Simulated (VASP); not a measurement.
# Co in VASP: a series of runs

Runs on Co. Level: PBE. Tasks: single point.

Program: VASP 6.6.1. These are calculated values, not measurements. Logs are shortened: lines on timing, memory, paths and dates and some standing lists are left out, and cuts for length are marked.

## (1) The cell of the first run

The cell holds a slab with vacuum, 6 atoms: a = 2.493 Å, b = 2.493 Å, c = 26.092 Å, α = 90.00°, β = 90.00°, γ = 120.00°.

## (2) Single point, PBE, collinear spin, ferromagnetic start

Contents of INCAR:

```
PREC = Accurate ; ENCUT = 520
EDIFF = 1E-7 ; ISMEAR = -1
SIGMA = 0.1 ; LREAL = False
LASPH = True ; NELM = 150
ALGO = Normal ; ISIF = 2
LWAVE = False ; LCHARG = False
ISPIN = 2 ; MAGMOM = 1.7 1.7 1.7 1.7 1.7 1.7
LORBIT = 11 ; LMAXMIX = 4
LDIPOL = True ; IDIPOL = 3
DIPOL = 0.5 0.5 0.500 ; GGA = PE
NBANDS = 40
```

Contents of KPOINTS:

```
regular mesh
0
Gamma
  15 15 1
```

Contents of POSCAR:

```
Co
1.0
    2.4930397979      0.0000000000      0.0000000000
   -1.2465198990      2.1590357976      0.0000000000
    0.0000000000      0.0000000000     26.0923000000
Co
6
Direct
    0.8333333330      0.1666666670      0.3066034076
    0.1666666670      0.8333333330      0.3839620446
    0.8333333330      0.1666666670      0.4613206815
    0.1666666670      0.8333333330      0.5386793185
    0.8333333330      0.1666666670      0.6160379554
    0.1666666670      0.8333333330      0.6933965924
```

Potentials or basis: VASP PAW PBE potentials, release 64 (Co).

On the command line:

```
cat potpaw_PBE.64/Co/POTCAR > POTCAR
mpirun -np 1 vasp_std > vasp.out
```

OUTCAR:

```text
PREC = Accurate
   ENCUT = 520
   EDIFF = 1E-7
   ISMEAR = -1
   LREAL = False
   LASPH = True
   NELM = 150
   ISIF = 2
   ISPIN = 2
   LORBIT = 11
   GGA = PE

 ion  position               nearest neighbor table
   1  0.833  0.167  0.307-   2 2.48   2 2.48   2 2.48
   2  0.167  0.833  0.384-   3 2.48   3 2.48   1 2.48   1 2.48   3 2.48   1 2.48
   3  0.833  0.167  0.461-   2 2.48   2 2.48   4 2.48   4 2.48   2 2.48   4 2.48
   4  0.167  0.833  0.539-   5 2.48   5 2.48   3 2.48   3 2.48   5 2.48   3 2.48
   5  0.833  0.167  0.616-   4 2.48   4 2.48   6 2.48   6 2.48   4 2.48   6 2.48
   6  0.167  0.833  0.693-   5 2.48   5 2.48   5 2.48

  LATTYP: Found a hexagonal cell.
 ALAT       =     2.4930397979
 C/A-ratio  =    10.4660583525

  Lattice vectors:

 A1 = (   2.4930397979,   0.0000000000,   0.0000000000)
 A2 = (  -1.2465198990,   2.1590357976,   0.0000000000)
 A3 = (   0.0000000000,   0.0000000000,  26.0923000000)

Analysis of symmetry for initial positions (statically):
=====================================================================
 Subroutine PRICEL returns:
 Original cell was already a primitive cell.

 Routine SETGRP: Setting up the symmetry group for a
 hexagonal supercell.

 Subroutine GETGRP returns: Found 12 space group operations
 (whereof  4 operations were pure point group operations)
 out of a pool of 24 trial point group operations.

The static configuration has the point symmetry C_2h.
 The point group associated with its full space group is D_3d.

Analysis of symmetry for dynamics (positions and initial velocities):
=====================================================================
 Subroutine PRICEL returns:
 Original cell was already a primitive cell.

 Routine SETGRP: Setting up the symmetry group for a
 hexagonal supercell.

 Subroutine GETGRP returns: Found 12 space group operations
 (whereof  4 operations were pure point group operations)
 out of a pool of 24 trial point group operations.

The dynamic configuration has the point symmetry C_2h.
 The point group associated with its full space group is D_3d.

Analysis of structural, dynamic, and magnetic symmetry:
=====================================================================
 Subroutine PRICEL returns:
 Original cell was already a primitive cell.

 Routine SETGRP: Setting up the symmetry group for a
 hexagonal supercell.

 Subroutine GETGRP returns: Found 12 space group operations
 (whereof  4 operations were pure point group operations)
 out of a pool of 24 trial point group operations.

The overall configuration has the point symmetry C_2h.
 The point group associated with its full space group is D_3d.

 Subroutine INISYM returns: Found 12 space group operations
 (whereof  4 operations are pure point group operations),
 and found     1 'primitive' translations

----------------------------------------------------------------------------------------

                                     Primitive cell

  volume of cell :     140.4434

  direct lattice vectors                    reciprocal lattice vectors
     2.493039798  0.000000000  0.000000000     0.401116741  0.231584859  0.000000000
    -1.246519899  2.159035798  0.000000000     0.000000000  0.463169717  0.000000000
     0.000000000  0.000000000 26.092300000     0.000000000  0.000000000  0.038325483

  length of vectors
     2.493039798  2.493039798 26.092300000     0.463169717  0.463169717  0.038325483

  position of ions in fractional coordinates (direct lattice)
     0.833333333  0.166666667  0.306603408
     0.166666667  0.833333333  0.383962045
     0.833333333  0.166666667  0.461320681
     0.166666667  0.833333333  0.538679319
     0.833333333  0.166666667  0.616037955
     0.166666667  0.833333333  0.693396592

  ion indices of the primitive-cell ions
   primitive index   ion index
                 1           1
                 2           2
                 3           3
                 4           4
                 5           5
[... 55 lines left out ...]
   k-points           NKPTS =     27   k-points in BZ     NKDIM =     27   number of bands    NBANDS=     40
   number of dos      NEDOS =    301   number of ions     NIONS =      6
   total plane-waves  NPLWV =  78400
   dimension x,y,z NGX =    20 NGY =   20 NGZ =  196
   dimension x,y,z NGXF=    40 NGYF=   40 NGZF=  392
   ions per type =               6
   NGX,Y,Z   is equivalent  to a cutoff of  13.34, 13.34, 12.49 a.u.
   NGXF,Y,Z  is equivalent  to a cutoff of  26.67, 26.67, 24.98 a.u.
 SYSTEM =  unknown system
   PREC   = accura    normal or accurate (medium, high low for compatibility)
   ISTART =      0    job   : 0-new  1-cont  2-samecut
   ICHARG =      2    charge: 1-file 2-atom 10-const
   ISPIN  =      2    spin polarized calculation?
   LNONCOLLINEAR =      F non collinear calculations
   LSORBIT =      F    spin-orbit coupling
   LASPH  =      T    aspherical Exc in radial PAW
   ENCUT  =  520.0 eV  38.22 Ry    6.18 a.u.   4.64  4.64 48.51*2*pi/ulx,y,z
   NELM   =    150;   NELMIN=  2; NELMDL= -5     # of ELM steps
   EDIFF  = 0.1E-06   stopping-criterion for ELM
   LREAL  =      F    real-space projection
   EDIFFG = 0.1E-05   stopping-criterion for IOM
   NSW    =      0    number of steps for IOM
   IBRION =     -1    ionic relax: 0-MD 1-quasi-New 2-CG
   NFREE  =      0    steps in history (QN), initial steepest desc. (CG)
   ISIF   =      2    stress and relaxation
   ISYM   =      2    0-nonsym 1-usesym 2-fastsym
   POTIM  = 0.5000    time-step for ionic-motion
   TEBEG  =    0.0;   TEEND  =   0.0 temperature during run
   PSTRESS=    0.0 pullay stress
   NELECT =      54.0000    total number of electrons
   NUPDOWN=      -1.0000    fix difference up-down
   EMIN   =  10.00;   EMAX   =-10.00  energy-range for DOS
   EFERMI =   0.00;   METHOD = LEGACY
   ISMEAR =    -1;   SIGMA  =   0.10  broadening in eV -4-tet -1-fermi 0-gaus
   EFERMI_NEDOS =   21; number of points for ismear=-14 and -15
   IALGO  =     38    algorithm
   IMIX   =      4    mixing-type and parameters
     AMIX     =   0.40;   BMIX     =  1.00
     AMIX_MAG =   1.60;   BMIX_MAG =  1.00
  volume/ion in A,a.u.               =      23.41       157.96
  Fermi-wavevector in a.u.,A,eV,Ry     =   1.190435  2.249596 19.281292  1.417135
  Thomas-Fermi vector in A             =   2.326520
   LORBIT       =     11    0 simple, 1 ext, 2 COOP (PROOUT), +10 PAW based schemes
   GGA     = PE    functional components
   LHFCALC =     F    Hartree Fock is set to
   AEXX    =    0.0000 exact exchange contribution
   IVDW    =     0    specifies the selected vdW correction
   LEPSILON=     F    determine dielectric tensor
   LRPA    =     F    only Hartree local field effects (RPA)
 spin polarized calculation
  energy-cutoff  :      520.00
  volume of cell :      140.44
 maximum number of plane-waves:      3818
 NGX is ok and might be reduce to    20
   NGX =  9   NGY =  9   NGZ = 97

 number of electron      53.9999992 magnetization      10.0189354

 number of electron      53.9999992 magnetization       9.9280571

 dipolmoment           0.000000      0.000000     -0.000000 electrons x Angstroem

 Free energy of the ion-electron system (eV)
  ---------------------------------------------------
  ext. energy  EPLUGINS =         0.00000000
  ---------------------------------------------------
  free energy    TOTEN  =       -40.85814178 eV

  energy without entropy =      -40.65726428  energy(sigma->0) =      -40.75770303

 E-fermi :   2.1826     XC(G=0):  -6.9733

 val. band max:        2.1751604718   @ k =   0.2000   0.1333   0.0000
 cond. band min:       2.1877331387   @ k =   0.4000   0.0667   0.0000
 fundamental gap:      0.0125726669
 Fermi energy:         2.1825962974

 spin component 1

 k-point     1 :       0.0000    0.0000    0.0000
  band No.  band energies     occupation
      1      -6.5093      1.00000
      2      -5.8465      1.00000
      3      -4.8155      1.00000
      4      -3.7417      1.00000
      5      -3.1159      1.00000
      6      -2.9642      1.00000
[... 997 lines left out ...]
     38       9.4351      0.00000
     39      10.4080      0.00000

 [... further k-points ...]

 spin component 2

 k-point     1 :       0.0000    0.0000    0.0000
  band No.  band energies     occupation
      1      -6.5118      1.00000
      2      -5.8374      1.00000
      3      -4.7692      1.00000
      4      -3.5359      1.00000
      5      -2.5316      1.00000
      6      -2.0983      1.00000
[... 997 lines left out ...]
     38      10.1256      0.00000
     39      11.0493      0.00000

 [... further k-points ...]

 [bands above 39 left out]

------------------------ aborting loop because EDIFF is reached ----------------------------------------

 vacuum level on the upper side and lower side of the slab       (xc-potential included)        -0.001        -0.001

  FORCE on cell =-STRESS in cart. coord.  units (eV):
  Direction    XX          YY          ZZ          XY          YZ          ZX
  --------------------------------------------------------------------------------------
  -------------------------------------------------------------------------------------
  Total       -1.9415607     -1.9415607     -1.3209059      0.0000000      0.0000000      0.0000000
  in kB      -22.1493070    -22.1493070    -15.0688826      0.0000000      0.0000000      0.0000000
  external PRESSURE =     -19.7891655 kB  Pullay stress =       0.0000000 kB

 VOLUME and BASIS-vectors are now :
 -----------------------------------------------------------------------------
  energy-cutoff  :      520.00
  volume of cell :      140.44
      direct lattice vectors                 reciprocal lattice vectors
     2.493039798  0.000000000  0.000000000     0.401116741  0.231584859  0.000000000
    -1.246519899  2.159035798  0.000000000     0.000000000  0.463169717  0.000000000
     0.000000000  0.000000000 26.092300000     0.000000000  0.000000000  0.038325483

 POSITION                                       TOTAL-FORCE (eV/Angst)
 -----------------------------------------------------------------------------------
      1.86978      0.35984      7.99999        -0.000000     -0.000000      0.334564
     -0.62326      1.79920     10.01845         0.000000     -0.000000     -0.389862
      1.86978      0.35984     12.03692         0.000000     -0.000000      0.149998
     -0.62326      1.79920     14.05538         0.000000      0.000000     -0.149998
      1.86978      0.35984     16.07385        -0.000000      0.000000      0.389862
     -0.62326      1.79920     18.09231         0.000000      0.000000     -0.334564
 -----------------------------------------------------------------------------------
    total drift:                               -0.000000      0.000000     -0.000000

  FREE ENERGIE OF THE ION-ELECTRON SYSTEM (eV)
  ---------------------------------------------------
  free  energy   TOTEN  =       -40.8581417827 eV

  energy  without entropy=      -40.6572642814  energy(sigma->0) =      -40.75770303

 vacuum level on the upper side and lower side of the slab         7.146         7.146

 total charge

# of ion       s       p       d       tot
------------------------------------------
    1        0.479   0.399   7.228   8.105
    2        0.485   0.518   7.262   8.265
    3        0.488   0.520   7.263   8.271
    4        0.488   0.520   7.263   8.271
    5        0.485   0.518   7.262   8.265
    6        0.479   0.399   7.228   8.105
--------------------------------------------------
tot          2.902   2.873  43.507  49.282

 magnetization (x)

# of ion       s       p       d       tot
------------------------------------------
    1       -0.010  -0.041   1.797   1.746
    2       -0.015  -0.054   1.731   1.662
    3       -0.014  -0.054   1.689   1.621
    4       -0.014  -0.054   1.689   1.621
    5       -0.015  -0.054   1.731   1.662
    6       -0.010  -0.041   1.797   1.746
--------------------------------------------------
tot         -0.080  -0.297  10.433  10.056
```

Wall time 15 min (1 thread of Intel Xeon 6975P-C, shared host); peak memory 0.44 GiB.

Results:

| Item | Value |
| --- | --- |
| Free energy | -40.8581 eV |
| Largest force | 0.390 eV/Å |
| Net moment | 9.93 μB per cell |
| Site moments | Co +1.75, +1.66, +1.62 μB |
| Valence electrons inside the program's atomic spheres | Co 8.11, 8.27 |

Forces in eV/Å, atoms in the order of the input:
```
Co   0.000  0.000  0.335
Co   0.000  0.000 -0.390
Co   0.000  0.000  0.150
Co   0.000  0.000 -0.150
Co   0.000  0.000  0.390
Co   0.000  0.000 -0.335
```

(Part 1 of 2 ends here.)
